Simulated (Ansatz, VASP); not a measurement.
# One calculation of Cr, two programs

```
CELL_PARAMETERS angstrom
-1.42447 1.42447 1.42447
1.42447 -1.42447 1.42447
1.42447 1.42447 -1.42447
ATOMIC_POSITIONS crystal
Cr 0.00000 0.00000 0.00000
```

Alike in both runs: functional PBE; k mesh 10 × 10 × 10; occupations gaussian, width 0.1 eV; no spin polarisation.

Ansatz relaxed the structure, and its values are those at the end. VASP's run is a single point on that final structure, the one shown.

|  | VASP | Ansatz |
| --- | --- | --- |
| version | VASP 6.6.1 | Ansatz 0.2.0 |
| potentials or method | VASP PAW PBE potentials, release 64 (Cr_pv), cutoff 500 eV | scalar-relativistic, plane waves, PAW |
| valence electrons in the cell | 12 | 14 |

```csv
,VASP,Ansatz,Ansatz less VASP
gap on the k mesh at the Fermi level (eV),none,none,-
pressure (GPa),-0.5,0.2,+0.70
```

A gap of «none» marks a metal or a gap that the smearing closes. With one functional, cell and mesh, what is left measures potentials, basis and numerics. VASP's potentials hold 12 valence electrons a cell and Ansatz's 14, so a difference there can come from the potentials and not from the codes.
